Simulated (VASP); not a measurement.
# Si16O (a cell with a defect) in VASP: single point with PBE+D3(BJ)

Aim: the single point of Si16O (a cell with a defect) with PBE+D3(BJ).

Program: VASP 6.6.1. These are calculated values, not measurements. Logs are shortened: lines on timing, memory, paths and dates and some standing lists are left out, and cuts for length are marked.

## (1) The cell of the first run

The cell holds a defect, 17 atoms: a = 7.679 Å, b = 7.679 Å, c = 7.679 Å, α = 60.00°, β = 60.00°, γ = 60.00°.

## (2) Single point, PBE+D3(BJ), collinear spin, ferromagnetic start

INCAR reads:

```
SYSTEM = Si16O
PREC = Accurate
ENCUT = 520
EDIFF = 1E-6
ISMEAR = -1
SIGMA = 0.02
LREAL = .False.
LASPH = .True.
NELM = 200
ALGO = Normal
ISIF = 2
LWAVE = .False.
LCHARG = .False.
ISPIN = 2
MAGMOM = 0 0 0 0 0 0 0 0 0 0 0 0 0 0 0 0 1
LORBIT = 11
GGA = PE
IVDW = 12
NBANDS = 53
GGA_COMPAT = .False.
```

KPOINTS reads:

```
regular mesh
0
Gamma
  2 2 2
  0 0 0
```

POSCAR reads:

```
Si16O
1.0
    0.0000000000      5.4300000000      5.4300000000
    5.4300000000      0.0000000000      5.4300000000
    5.4300000000      5.4300000000      0.0000000000
Si O
16 1
Direct
   -0.0261970534      0.0169521179      0.0235267035
    0.1310589319      0.1190883978      0.1420534070
    0.0188213628     -0.0698342541      0.5160405157
    0.1272007366      0.0970534070      0.6178084715
   -0.0911786372      0.5213259669      0.0778268877
    0.0543278085      0.6562615101      0.1588213628
   -0.0387108656      0.4686372007      0.5556169429
    0.0235174954      0.5866298343      0.7375138122
    0.4987753223      0.0049079190     -0.0469337017
    0.6084254144      0.1464732965      0.1118508287
    0.4684069982     -0.0195488029      0.4775230203
    0.6347513812      0.1064640884      0.5704419890
    0.4547605893      0.4979650092      0.0344659300
    0.5770718232      0.5930018416      0.1656906077
    0.4238121547      0.4167219153      0.6546224678
    0.5818508287      0.6073204420      0.6503959484
    0.4931215470      0.6007090239      0.3955709024
```

Potentials or basis: VASP PAW PBE potentials, release 64 (Si, O).

Started as:

```
$ cat potpaw_PBE.64/Si/POTCAR potpaw_PBE.64/O/POTCAR > POTCAR
$ mpirun -np 1 vasp_std > vasp.out
```

OUTCAR:

```text
SYSTEM = Si16O
   PREC = Accurate
   ENCUT = 520
   EDIFF = 1E-6
   ISMEAR = -1
   LREAL = .False.
   LASPH = .True.
   NELM = 200
   ISIF = 2
   ISPIN = 2
   LORBIT = 11
   GGA = PE
   IVDW = 12
 IVDW          = 12

 ion  position               nearest neighbor table
   1  0.974  0.017  0.024-   6 2.28  10 2.30   2 2.38   4 2.57
   2  0.131  0.119  0.142-   9 2.36   1 2.38   3 2.39   5 2.60
   3  0.019  0.930  0.516-   8 2.31   4 2.38   2 2.39  12 2.46
   4  0.127  0.097  0.618-  11 2.15   7 2.37   3 2.38   1 2.57
   5  0.909  0.521  0.078-  14 2.12   8 2.16   6 2.28   2 2.60
   6  0.054  0.656  0.159-   1 2.28   5 2.28  13 2.52   7 2.52
   7  0.961  0.469  0.556-   8 2.32   4 2.37  16 2.39   6 2.52
   8  0.024  0.587  0.738-   5 2.16   3 2.31   7 2.32  15 2.53
   9  0.499  0.005  0.953-   2 2.36  12 2.41  10 2.58  14 2.64  15 2.80
  10  0.608  0.146  0.112-  13 2.22   1 2.30  11 2.33   9 2.58
  11  0.468  0.980  0.478-   4 2.15  10 2.33  16 2.36  12 2.43
  12  0.635  0.106  0.570-  15 2.31   9 2.41  11 2.43   3 2.46
  13  0.455  0.498  0.034-  14 2.19  10 2.22  16 2.41   6 2.52
  14  0.577  0.593  0.166-  17 1.57   5 2.12  13 2.19   9 2.64  15 3.07
  15  0.424  0.417  0.655-  17 1.77  16 2.30  12 2.31   8 2.53   9 2.80  14 3.07
  16  0.582  0.607  0.650-  15 2.30  11 2.36   7 2.39  17 2.40  13 2.41
  17  0.493  0.601  0.396-  14 1.57  15 1.77  16 2.40

  LATTYP: Found a face centered cubic cell.
 ALAT       =    10.8600000000

  Lattice vectors:

 A1 = (   0.0000000000,   5.4300000000,   5.4300000000)
 A2 = (   5.4300000000,   0.0000000000,   5.4300000000)
 A3 = (   5.4300000000,   5.4300000000,   0.0000000000)

Analysis of symmetry for initial positions (statically):
=====================================================================
 Subroutine PRICEL returns:
 Original cell was already a primitive cell.

 Routine SETGRP: Setting up the symmetry group for a
 face centered cubic supercell.

 Subroutine GETGRP returns: Found  1 space group operations
 (whereof  1 operations were pure point group operations)
 out of a pool of 48 trial point group operations.

The static configuration has the point symmetry C_1 .

Analysis of symmetry for dynamics (positions and initial velocities):
=====================================================================
 Subroutine PRICEL returns:
 Original cell was already a primitive cell.

 Routine SETGRP: Setting up the symmetry group for a
 face centered cubic supercell.

 Subroutine GETGRP returns: Found  1 space group operations
 (whereof  1 operations were pure point group operations)
 out of a pool of 48 trial point group operations.

The dynamic configuration has the point symmetry C_1 .

Analysis of structural, dynamic, and magnetic symmetry:
=====================================================================
 Subroutine PRICEL returns:
 Original cell was already a primitive cell.

 Routine SETGRP: Setting up the symmetry group for a
 face centered cubic supercell.

 Subroutine GETGRP returns: Found  1 space group operations
 (whereof  1 operations were pure point group operations)
 out of a pool of 48 trial point group operations.

The overall configuration has the point symmetry C_1 .

 Subroutine INISYM returns: Found  1 space group operations
 (whereof  1 operations are pure point group operations),
 and found     1 'primitive' translations

----------------------------------------------------------------------------------------

                                     Primitive cell

  volume of cell :     320.2060

  direct lattice vectors                    reciprocal lattice vectors
     0.000000000  5.430000000  5.430000000    -0.092081031  0.092081031  0.092081031
     5.430000000  0.000000000  5.430000000     0.092081031 -0.092081031  0.092081031
     5.430000000  5.430000000  0.000000000     0.092081031  0.092081031 -0.092081031

  length of vectors
     7.679179644  7.679179644  7.679179644     0.159489025  0.159489025  0.159489025

  position of ions in fractional coordinates (direct lattice)
     0.973802947  0.016952118  0.023526704
     0.131058932  0.119088398  0.142053407
     0.018821363  0.930165746  0.516040516
     0.127200737  0.097053407  0.617808471
     0.908821363  0.521325967  0.077826888
     0.054327808  0.656261510  0.158821363
[... 9 lines left out ...]
     0.581850829  0.607320442  0.650395948
     0.493121547  0.600709024  0.395570902

  ion indices of the primitive-cell ions
   primitive index   ion index
                 1           1
                 2           2
                 3           3
                 4           4
                 5           5
                 6           6
[... 9 lines left out ...]
                16          16
                17          17

----------------------------------------------------------------------------------------

 KPOINTS: regular mesh

Automatic generation of k-mesh.
 Grid dimensions read from file:
 generate k-points for:    2    2    2

 Generating k-lattice:

  Cartesian coordinates                     Fractional coordinates (reciprocal lattice)
    -0.046040516  0.046040516  0.046040516     0.500000000  0.000000000  0.000000000
     0.046040516 -0.046040516  0.046040516     0.000000000  0.500000000  0.000000000
     0.046040516  0.046040516 -0.046040516     0.000000000  0.000000000  0.500000000

  Length of vectors
     0.079744512  0.079744512  0.079744512

  Shift w.r.t. Gamma in fractional coordinates (k-lattice)
     0.000000000  0.000000000  0.000000000

 Subroutine IBZKPT returns following result:
 ===========================================

 Found      8 irreducible k-points:

 Following reciprocal coordinates:
            Coordinates               Weight
  0.000000  0.000000  0.000000      1.000000
  0.500000  0.000000  0.000000      1.000000
  0.000000  0.500000  0.000000      1.000000
  0.000000  0.000000  0.500000      1.000000
  0.500000  0.500000  0.500000      1.000000
  0.500000  0.500000  0.000000      1.000000
  0.000000  0.500000  0.500000      1.000000
  0.500000  0.000000  0.500000      1.000000
   k-points           NKPTS =      8   k-points in BZ     NKDIM =      8   number of bands    NBANDS=     53
   number of dos      NEDOS =    301   number of ions     NIONS =     17
   total plane-waves  NPLWV = 216000
   dimension x,y,z NGX =    60 NGY =   60 NGZ =   60
   dimension x,y,z NGXF=   120 NGYF=  120 NGZF=  120
   ions per type =              16   1
   NGX,Y,Z   is equivalent  to a cutoff of  12.99, 12.99, 12.99 a.u.
   NGXF,Y,Z  is equivalent  to a cutoff of  25.98, 25.98, 25.98 a.u.
 SYSTEM =  Si16O
   PREC   = accura    normal or accurate (medium, high low for compatibility)
   ISTART =      0    job   : 0-new  1-cont  2-samecut
   ICHARG =      2    charge: 1-file 2-atom 10-const
   ISPIN  =      2    spin polarized calculation?
   LNONCOLLINEAR =      F non collinear calculations
   LSORBIT =      F    spin-orbit coupling
   LASPH  =      T    aspherical Exc in radial PAW
   ENCUT  =  520.0 eV  38.22 Ry    6.18 a.u.  14.28 14.28 14.28*2*pi/ulx,y,z
   NELM   =    200;   NELMIN=  2; NELMDL= -5     # of ELM steps
   EDIFF  = 0.1E-05   stopping-criterion for ELM
   LREAL  =      F    real-space projection
   EDIFFG = 0.1E-04   stopping-criterion for IOM
   NSW    =      0    number of steps for IOM
   IBRION =     -1    ionic relax: 0-MD 1-quasi-New 2-CG
   NFREE  =      0    steps in history (QN), initial steepest desc. (CG)
   ISIF   =      2    stress and relaxation
   ISYM   =      2    0-nonsym 1-usesym 2-fastsym
   POTIM  = 0.5000    time-step for ionic-motion
   TEBEG  =    0.0;   TEEND  =   0.0 temperature during run
   PSTRESS=    0.0 pullay stress
   NELECT =      70.0000    total number of electrons
   NUPDOWN=      -1.0000    fix difference up-down
   EMIN   =  10.00;   EMAX   =-10.00  energy-range for DOS
   EFERMI =   0.00;   METHOD = LEGACY
   ISMEAR =    -1;   SIGMA  =   0.02  broadening in eV -4-tet -1-fermi 0-gaus
   EFERMI_NEDOS =   21; number of points for ismear=-14 and -15
   IALGO  =     38    algorithm
   IMIX   =      4    mixing-type and parameters
     AMIX     =   0.40;   BMIX     =  1.00
     AMIX_MAG =   1.60;   BMIX_MAG =  1.00
  volume/ion in A,a.u.               =      18.84       127.11
  Fermi-wavevector in a.u.,A,eV,Ry     =   0.986199  1.863645 13.232857  0.972588
  Thomas-Fermi vector in A             =   2.117562
   LORBIT       =     11    0 simple, 1 ext, 2 COOP (PROOUT), +10 PAW based schemes
   GGA     = PE    functional components
   LHFCALC =     F    Hartree Fock is set to
   AEXX    =    0.0000 exact exchange contribution
   IVDW    =    12    specifies the selected vdW correction
   LEPSILON=     F    determine dielectric tensor
   LRPA    =     F    only Hartree local field effects (RPA)
 spin polarized calculation
  energy-cutoff  :      520.00
  volume of cell :      320.21
 maximum number of plane-waves:      8646
 NGX is ok and might be reduce to    60
   NGX = 29   NGY = 29   NGZ = 29

 number of electron      70.0000000 magnetization      -0.0000210

 number of electron      70.0000000 magnetization       0.0000032

 Free energy of the ion-electron system (eV)
  ---------------------------------------------------
  ext. energy  EPLUGINS =         0.00000000
  ---------------------------------------------------
  free energy    TOTEN  =       -88.91305136 eV

  energy without entropy =      -88.91247767  energy(sigma->0) =      -88.91276452

 E-fermi :   6.0905     XC(G=0):  -9.5739

 val. band max:        5.9991164807   @ k =   0.0000   0.0000   0.5000
 cond. band min:       6.1818069034   @ k =   0.0000   0.0000   0.0000
 fundamental gap:      0.1826904227
 Fermi energy:         6.0904756330

 spin component 1

 k-point     1 :       0.0000    0.0000    0.0000
  band No.  band energies     occupation
      1     -14.5731      1.00000
      2      -5.8692      1.00000
      3      -4.6415      1.00000
      4      -3.9062      1.00000
      5      -3.5467      1.00000
      6      -3.4121      1.00000
[... 39 lines left out ...]
     46       8.5107      0.00000
     47       8.7541      0.00000
[... 308 lines left out ...]
      6      -3.8976      1.00000
[... 39 lines left out ...]
     46       9.9830      0.00000
     47      10.0780      0.00000
 Fermi energy:         6.0904756330

 spin component 2

 k-point     1 :       0.0000    0.0000    0.0000
  band No.  band energies     occupation
      1     -14.5731      1.00000
      2      -5.8692      1.00000
      3      -4.6415      1.00000
      4      -3.9062      1.00000
      5      -3.5467      1.00000
      6      -3.4121      1.00000
[... 39 lines left out ...]
     46       8.5107      0.00000
     47       8.7541      0.00000
[... 308 lines left out ...]
      6      -3.8976      1.00000
[... 39 lines left out ...]
     46       9.9830      0.00000
     47      10.0780      0.00000
 [bands above 47 left out]

------------------------ aborting loop because EDIFF is reached ----------------------------------------

 Edisp (eV)   -5.22987

 E8    (eV) :    -2.1472

  FORCE on cell =-STRESS in cart. coord.  units (eV):
  Direction    XX          YY          ZZ          XY          YZ          ZX
  --------------------------------------------------------------------------------------
  -------------------------------------------------------------------------------------
  Total       7.84954     3.44436     4.89696     3.93776     2.75000    -4.01461
  in kB      39.27583    17.23413    24.50234    19.70291    13.75984   -20.08742
  external pressure =       27.00 kB  Pullay stress =        0.00 kB

 VOLUME and BASIS-vectors are now :
 -----------------------------------------------------------------------------
  energy-cutoff  :      520.00
  volume of cell :      320.21
      direct lattice vectors                 reciprocal lattice vectors
     0.000000000  5.430000000  5.430000000    -0.092081031  0.092081031  0.092081031
     5.430000000  0.000000000  5.430000000     0.092081031 -0.092081031  0.092081031
     5.430000000  5.430000000  0.000000000     0.092081031  0.092081031 -0.092081031

 POSITION                                       TOTAL-FORCE (eV/Angst)
 -----------------------------------------------------------------------------------
      0.21980      5.41550      5.37980        -0.621081     -0.454261      1.156099
      1.41800      1.48300      1.35830         0.294318     -0.656682     -0.262989
      7.85290      2.90430      5.15300         0.991994     -0.944633      0.465174
      3.88170      4.04540      1.21770         2.407750     -0.774799     -2.117264
      3.25340      5.35750      7.76570        -1.447493      2.965945      0.123410
      4.42590      1.15740      3.85850        -0.056782      2.107048     -0.021566
[... 9 lines left out ...]
      6.82940      6.69110      6.45720         0.658385      1.442450     -0.154891
      5.40980      4.82560      5.93950         2.692371      0.228943     -1.213774
 -----------------------------------------------------------------------------------
    total drift:                                0.000744      0.000106      0.000144

  FREE ENERGIE OF THE ION-ELECTRON SYSTEM (eV)
  ---------------------------------------------------
  free  energy   TOTEN  =       -94.1429218912 eV

  energy  without entropy=      -94.1423481970  energy(sigma->0) =      -94.14263504

 total charge

# of ion       s       p       d       tot
------------------------------------------
    1        0.748   0.934   0.000   1.682
    2        0.758   0.875   0.000   1.633
    3        0.753   0.904   0.000   1.658
    4        0.750   0.952   0.000   1.702
    5        0.767   1.019   0.000   1.787
    6        0.750   0.918   0.000   1.668
[... 9 lines left out ...]
   16        0.763   0.896   0.000   1.658
   17        1.579   3.620   0.000   5.199
--------------------------------------------------
tot         13.688  18.529   0.000  32.217

 magnetization (x)

# of ion       s       p       d       tot
------------------------------------------
    1       -0.000  -0.000   0.000  -0.000
    2       -0.000  -0.000   0.000  -0.000
    3        0.000  -0.000   0.000  -0.000
    4       -0.000  -0.000   0.000  -0.000
    5       -0.000   0.000   0.000  -0.000
    6       -0.000  -0.000   0.000  -0.000
[... 9 lines left out ...]
   16        0.000   0.000   0.000   0.000
   17        0.000  -0.000   0.000  -0.000
--------------------------------------------------
tot          0.000  -0.000   0.000  -0.000
```

Run time: 6 min. Hardware: 1 thread of AMD EPYC 9R45 (Zen 5), shared host; peak memory 0.7 GiB.

Results:

| Item | Value |
| --- | --- |
| Free energy | -94.1429 eV |
| Pressure | 2.7 GPa |
| Largest force | 3.303 eV/Å |
| Band gap on the k mesh | 0.18 eV |
| Net moment | 0.00 μB per cell |
| Valence electrons inside the program's atomic spheres | Si 1.68, 1.63, 1.66, 1.70, 1.79, 1.67, 1.65, 1.72, 1.74, 1.77 (each value once); O 5.20 |
| Dispersion energy per atom | -0.308 eV |

Forces in eV/Å, atoms in the order of the input:
```
Si  -0.621 -0.454  1.156
Si   0.294 -0.657 -0.263
Si   0.992 -0.945  0.465
Si   2.408 -0.775 -2.117
Si  -1.447  2.966  0.123
Si  -0.057  2.107 -0.022
Si  -0.482 -1.376  0.058
Si  -2.652 -0.042  1.777
Si   0.274  1.196  0.061
Si  -1.664 -0.329 -1.583
Si  -0.887  2.061  1.531
Si  -0.339  0.633 -0.742
Si   0.467 -2.320 -0.334
Si   0.386 -2.373  1.053
Si  -0.022 -1.363  0.205
Si   0.658  1.442 -0.155
O    2.692  0.229 -1.214
```

Stress tensor (GPa, compression positive):
```
 3.93  1.97 -2.01
 1.97  1.72  1.38
-2.01  1.38  2.45
```

Levels at points of the mesh, in eV from the valence-band top:
Spin up:
```tsv
k point	band 33	band 34	band 35	band 36	band 37	band 38
(0.00, 0.00, 0.00)	-0.43	-0.21	-0.14	0.18	0.49	0.68
(0.50, 0.00, 0.00)	-0.87	-0.74	-0.53	0.69	0.99	1.22
(0.00, 0.50, 0.00)	-0.86	-0.64	-0.27	0.65	1.00	1.37
(0.00, 0.00, 0.50)	-0.73	-0.41	0.00	0.72	1.01	1.09
(0.50, 0.50, 0.50)	-0.84	-0.59	-0.32	0.74	1.03	1.09
(0.50, 0.50, 0.00)	-1.10	-0.99	-0.34	1.10	1.25	1.64
(0.00, 0.50, 0.50)	-1.18	-1.05	-0.18	0.89	1.14	1.82
(0.50, 0.00, 0.50)	-0.96	-0.71	-0.62	1.17	1.42	1.70
```
Spin down:
```csv
k point,band 33,band 34,band 35,band 36,band 37,band 38
"(0.00, 0.00, 0.00)",-0.43,-0.21,-0.14,0.18,0.49,0.68
"(0.50, 0.00, 0.00)",-0.87,-0.74,-0.53,0.69,0.99,1.22
"(0.00, 0.50, 0.00)",-0.86,-0.64,-0.27,0.65,1.00,1.37
"(0.00, 0.00, 0.50)",-0.73,-0.41,0.00,0.72,1.01,1.09
"(0.50, 0.50, 0.50)",-0.84,-0.59,-0.32,0.74,1.03,1.09
"(0.50, 0.50, 0.00)",-1.10,-0.99,-0.34,1.10,1.25,1.64
"(0.00, 0.50, 0.50)",-1.18,-1.05,-0.18,0.89,1.14,1.82
"(0.50, 0.00, 0.50)",-0.96,-0.71,-0.62,1.17,1.42,1.70
```

Caveat: the k points lie up to 0.50 Å⁻¹ apart; the atoms stand as in a frame of molecular dynamics.
